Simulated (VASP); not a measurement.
Sr4Ti4O11 (a cell with a defect), 19 atoms in the cell. The cell holds a defect, 19 atoms: a = 6.740 Å, b = 6.740 Å, c = 6.740 Å, α = 109.47°, β = 109.47°, γ = 109.47°. 

* Program: VASP 6.6.1
* Task: single point
* Functional: PBEsol
* Potentials or basis: VASP PAW PBE potentials, release 64 (Sr_sv, Ti_sv, O)
* Cutoff: 520 eV
* k mesh: 3 × 3 × 3
* Occupations: gaussian, width 0.02 eV
* Spin: no spin polarisation
* Dipole correction: no
* Charge: 2
* Further INCAR settings: LREAL = Auto; ALGO = Normal; EDIFF = 1e-06; NBANDS = 92; NELECT = 152.0

Potentials or basis: VASP PAW PBE potentials, release 64 (Sr_sv, Ti_sv, O).

Launch:

```console
$ cat potpaw_PBE.64/Sr_sv/POTCAR potpaw_PBE.64/Ti_sv/POTCAR potpaw_PBE.64/O/POTCAR > POTCAR
$ mpirun -np 1 vasp_std > vasp.out
```

Hardware: 1 thread of Intel(R) Xeon(R) 6975P-C (Granite Rapids), on a shared host.

**Question.** How long does it take, and how much memory?

**Answer.** Wall time 4.2 min on 1 thread of Intel(R) Xeon(R) 6975P-C (Granite Rapids) (shared host), peak memory 0.43 GiB. Counts: scf iterations 18, k points 10.
